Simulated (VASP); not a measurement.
# BeTe (F-43m) in VASP: further runs

BeTe is run at these levels: PBE; tasks: single point.

Everything below comes from runs of VASP 6.6.1. Logs are shortened: lines on timing, memory, paths and dates and some standing lists are left out, and cuts for length are marked.

## Step 1: The cell of the first run

The structure is cubic, space group F-43m (No. 216). The conventional cell has a = 5.588 Å, b = 5.588 Å, c = 5.588 Å, α = 90.00°, β = 90.00°, γ = 90.00°. Be (site symmetry -43m) has 4 Te at 2.42 Å within 3.2 Å. Within 3.2 Å of Te (site symmetry -43m) lie 4 Be at 2.42 Å.

## Step 2: Single point, PBE (volume scaled by 0.960)

Contents of INCAR:

```
SYSTEM = BeTe
PREC = Accurate ; ENCUT = 520
EDIFF = 1E-6 ; ISMEAR = 0
SIGMA = 0.05 ; LREAL = .False.
LASPH = .True. ; NELM = 80
ALGO = Normal ; ISIF = 2
LWAVE = .False. ; LCHARG = .False.
GGA = PE ; NBANDS = 11
```

Contents of KPOINTS:

```
regular mesh
0
Gamma
  10 10 10
  0 0 0
```

Contents of POSCAR:

```
BeTe
1.0
    0.0000000000      2.7942026876      2.7942026876
    2.7942026876      0.0000000000      2.7942026876
    2.7942026876      2.7942026876      0.0000000000
Be Te
1 1
Direct
    0.0000000000      0.0000000000      0.0000000000
    0.7500000000      0.7500000000      0.7500000000
```

Potentials or basis: VASP PAW PBE potentials, release 64 (Be, Te).

Started as:

```sh
cat potpaw_PBE.64/Be/POTCAR potpaw_PBE.64/Te/POTCAR > POTCAR
mpirun -np 1 vasp_std > vasp.out
```

OUTCAR:

```text
SYSTEM = BeTe
   PREC = Accurate
   ENCUT = 520
   EDIFF = 1E-6
   ISMEAR = 0
   LREAL = .False.
   LASPH = .True.
   NELM = 80
   ISIF = 2
   GGA = PE

 ion  position               nearest neighbor table
   1  0.000  0.000  0.000-   2 2.42   2 2.42   2 2.42   2 2.42
   2  0.750  0.750  0.750-   1 2.42   1 2.42   1 2.42   1 2.42

  LATTYP: Found a face centered cubic cell.
 ALAT       =     5.5884053752

  Lattice vectors:

 A1 = (   0.0000000000,   2.7942026876,   2.7942026876)
 A2 = (   2.7942026876,   0.0000000000,   2.7942026876)
 A3 = (   2.7942026876,   2.7942026876,   0.0000000000)

Analysis of symmetry for initial positions (statically):
=====================================================================
 Subroutine PRICEL returns:
 Original cell was already a primitive cell.

 Routine SETGRP: Setting up the symmetry group for a
 face centered cubic supercell.

 Subroutine GETGRP returns: Found 24 space group operations
 (whereof 24 operations were pure point group operations)
 out of a pool of 48 trial point group operations.

The static configuration has the point symmetry T_d .

Analysis of symmetry for dynamics (positions and initial velocities):
=====================================================================
 Subroutine PRICEL returns:
 Original cell was already a primitive cell.

 Routine SETGRP: Setting up the symmetry group for a
 face centered cubic supercell.

 Subroutine GETGRP returns: Found 24 space group operations
 (whereof 24 operations were pure point group operations)
 out of a pool of 48 trial point group operations.

The dynamic configuration has the point symmetry T_d .

 Subroutine INISYM returns: Found 24 space group operations
 (whereof 24 operations are pure point group operations),
 and found     1 'primitive' translations

----------------------------------------------------------------------------------------

                                     Primitive cell

  volume of cell :      43.6319

  direct lattice vectors                    reciprocal lattice vectors
     0.000000000  2.794202688  2.794202688    -0.178941922  0.178941922  0.178941922
     2.794202688  0.000000000  2.794202688     0.178941922 -0.178941922  0.178941922
     2.794202688  2.794202688  0.000000000     0.178941922  0.178941922 -0.178941922

  length of vectors
     3.951599337  3.951599337  3.951599337     0.309936501  0.309936501  0.309936501

  position of ions in fractional coordinates (direct lattice)
     0.000000000  0.000000000  0.000000000
     0.750000000  0.750000000  0.750000000

  ion indices of the primitive-cell ions
[... 85 lines left out ...]
   PSTRESS=    0.0 pullay stress
   NELECT =       8.0000    total number of electrons
   NUPDOWN=      -1.0000    fix difference up-down
   EMIN   =  10.00;   EMAX   =-10.00  energy-range for DOS
   EFERMI =   0.00;   METHOD = LEGACY
   ISMEAR =     0;   SIGMA  =   0.05  broadening in eV -4-tet -1-fermi 0-gaus
   EFERMI_NEDOS =   21; number of points for ismear=-14 and -15
   IALGO  =     38    algorithm
   IMIX   =      4    mixing-type and parameters
     AMIX     =   0.40;   BMIX     =  1.00
     AMIX_MAG =   1.60;   BMIX_MAG =  1.00
  volume/ion in A,a.u.               =      21.82       147.22
  Fermi-wavevector in a.u.,A,eV,Ry     =   0.930044  1.757529 11.768797  0.864982
  Thomas-Fermi vector in A             =   2.056391
   LORBIT       =      0    0 simple, 1 ext, 2 COOP (PROOUT), +10 PAW based schemes
   GGA     = PE    functional components
   LHFCALC =     F    Hartree Fock is set to
   AEXX    =    0.0000 exact exchange contribution
   IVDW    =     0    specifies the selected vdW correction
   LEPSILON=     F    determine dielectric tensor
   LRPA    =     F    only Hartree local field effects (RPA)
 non-spin polarized calculation
 Gauss-broadening in eV      SIGMA  =   0.05
  energy-cutoff  :      520.00
  volume of cell :       43.63
 maximum number of plane-waves:      1211
 NGX is ok and might be reduce to    30
   NGX = 15   NGY = 15   NGZ = 15

 number of electron       7.9999999 magnetization

 Free energy of the ion-electron system (eV)
  ---------------------------------------------------
  ext. energy  EPLUGINS =         0.00000000
  ---------------------------------------------------
  free energy    TOTEN  =        -7.61009303 eV

  energy without entropy =       -7.61009303  energy(sigma->0) =       -7.61009303

 E-fermi :   5.6147     XC(G=0):  -9.1511

 val. band max:        5.3603005470   @ k =   0.0000   0.0000   0.0000
 cond. band min:       7.2757044215   @ k =   0.5000   0.5000   0.0000
 fundamental gap:      1.9154038746
 Fermi energy:         5.6146926274

 k-point     1 :       0.0000    0.0000    0.0000
  band No.  band energies     occupation
      1      -7.0933      2.00000
      2       5.3603      2.00000
      3       5.3603      2.00000
      4       5.3603      2.00000
      5       8.9498      0.00000
      6       8.9498      0.00000
      7       8.9498      0.00000
      8       9.3541      0.00000
      9      13.7109      0.00000
     10      15.6537      0.00000
     11      15.6537      0.00000
[... 309 lines left out ...]
 k-point    24 :       0.4000    0.3000    0.0000
  band No.  band energies     occupation
      1      -5.6912      2.00000
      2       1.0086      2.00000
      3       2.7785      2.00000
      4       3.0566      2.00000
      5       7.8155      0.00000
      6       9.0287      0.00000
      7      13.0063      0.00000
      8      13.1834      0.00000
      9      16.2083      0.00000
     10      17.4055      0.00000
     11      17.6826      0.00000

 [... further k-points ...]

------------------------ aborting loop because EDIFF is reached ----------------------------------------

  FORCE on cell =-STRESS in cart. coord.  units (eV):
  Direction    XX          YY          ZZ          XY          YZ          ZX
  --------------------------------------------------------------------------------------
  -------------------------------------------------------------------------------------
  Total        0.7128986      0.7128986      0.7128986     -0.0000000      0.0000000     -0.0000000
  in kB       26.1778896     26.1778896     26.1778896     -0.0000000      0.0000000     -0.0000000
  external PRESSURE =      26.1778896 kB  Pullay stress =       0.0000000 kB

 VOLUME and BASIS-vectors are now :
 -----------------------------------------------------------------------------
  energy-cutoff  :      520.00
  volume of cell :       43.63
      direct lattice vectors                 reciprocal lattice vectors
     0.000000000  2.794202688  2.794202688    -0.178941922  0.178941922  0.178941922
     2.794202688  0.000000000  2.794202688     0.178941922 -0.178941922  0.178941922
     2.794202688  2.794202688  0.000000000     0.178941922  0.178941922 -0.178941922

 POSITION                                       TOTAL-FORCE (eV/Angst)
 -----------------------------------------------------------------------------------
      0.00000      0.00000      0.00000         0.000000      0.000000      0.000000
      4.19130      4.19130      4.19130        -0.000000     -0.000000     -0.000000
 -----------------------------------------------------------------------------------
    total drift:                               -0.000000     -0.000000     -0.000000

  FREE ENERGIE OF THE ION-ELECTRON SYSTEM (eV)
  ---------------------------------------------------
  free  energy   TOTEN  =        -7.6100930272 eV

  energy  without entropy=       -7.6100930272  energy(sigma->0) =       -7.61009303
```

stdout:

```text
POSCAR found type information on POSCAR BeTe
 POSCAR found :  2 types and       2 ions
 scaLAPACK will be used
 LDA part: xc-table for (Slater+PW92), standard interpolation
 POSCAR, INCAR and KPOINTS ok, starting setup
 FFT: planning ... GRIDC
 FFT: planning ... GRID_SOFT
 FFT: planning ... GRID
 WAVECAR not read
 entering main loop
```

It took 16 s on 1 thread of Intel Xeon Platinum 8375C at 2.90GHz (Ice Lake), shared host; peak memory 0.18 GiB.

What came out:

- Free energy: -7.6101 eV
- Pressure: 2.6 GPa
- Band gap on the k mesh: 1.92 eV, indirect (least direct gap 3.59 eV)

Caveat: spin-orbit coupling is left out, which moves the levels of the heavy elements.

[end of part 1 of 2]
